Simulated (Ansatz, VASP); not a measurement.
**As in VASP and in Ansatz**

The input INCAR:

```
SYSTEM = As
  PREC = Accurate
  ENCUT = 510
  EDIFF = 1E-6
  ISMEAR = 0
  SIGMA = 0.1
  LREAL = .FALSE.
  LASPH = .TRUE.
  NELM = 120
  ALGO = Normal
  ISIF = 2
  LWAVE = .FALSE.
  LCHARG = .FALSE.
  GGA = PE
  NBANDS = 22
  GGA_COMPAT = .FALSE.
```

Contents of KPOINTS:

```
regular mesh
0
G
  6 6 6
  0 0 0
```

File POSCAR:

```
As
1.0
    1.8797494575      1.0852738553      3.4857700000
   -1.8797494575      1.0852738553      3.4857700000
    0.0000000000     -2.1705477106      3.4857700000
As
2
Direct
    0.2275400000      0.2275400000      0.2275400000
    0.7724600000      0.7724600000      0.7724600000
```

Input for Ansatz:

```yaml
crystal:
  lattice:
    - [1.8797494575, 1.0852738553, 3.48577]
    - [-1.8797494575, 1.0852738553, 3.48577]
    - [0.0, -2.1705477106, 3.48577]
  atoms:
    - { symbol: As, position: [0.22754, 0.22754, 0.22754] }
    - { symbol: As, position: [0.77246, 0.77246, 0.77246] }
basis: {}
kpoints:
  mp_grid: { grid: [6, 6, 6] }
hamiltonian:
  xc: pbe
scf:
  occupations: { method: gaussian, width: 0.1 }
  mixing: { algorithm: msr1, beta: 0.16, ndim: 2, preconditioner: ldos }
  max_iter: 87
output:
  forces: true
  stress: true
  eigenvalues: true
```

Alike in both runs: task single point; functional PBE; k mesh 6 × 6 × 6; occupations gaussian, width 0.1 eV; no spin polarisation.

|  | VASP | Ansatz |
| --- | --- | --- |
| version | VASP 6.6.1 | Ansatz 0.2.0 |
| potentials or method | VASP PAW PBE potentials, release 64 (As_d) | scalar-relativistic, plane waves, PAW |
| plane-wave cutoff (eV) | 510 | 420 |
| valence electrons in the cell | 30 | 30 |

```tsv
	VASP	Ansatz	Ansatz less VASP
gap on the k mesh at the Fermi level (eV)	none	none	-
pressure (GPa)	3.5	3.5	-0.07
traceless stress, the component that is largest in VASP (GPa)	-1.02	-1.01	+0.015
rms of the force components (eV/Å)	0.070	0.062	-0.0079
```

Atom by atom the forces differ by 0.008 eV/Å (rms over components). A gap of «none» marks a metal or a gap that the smearing closes. The functional is the same, so the differences come from potentials, cutoffs and numerics.
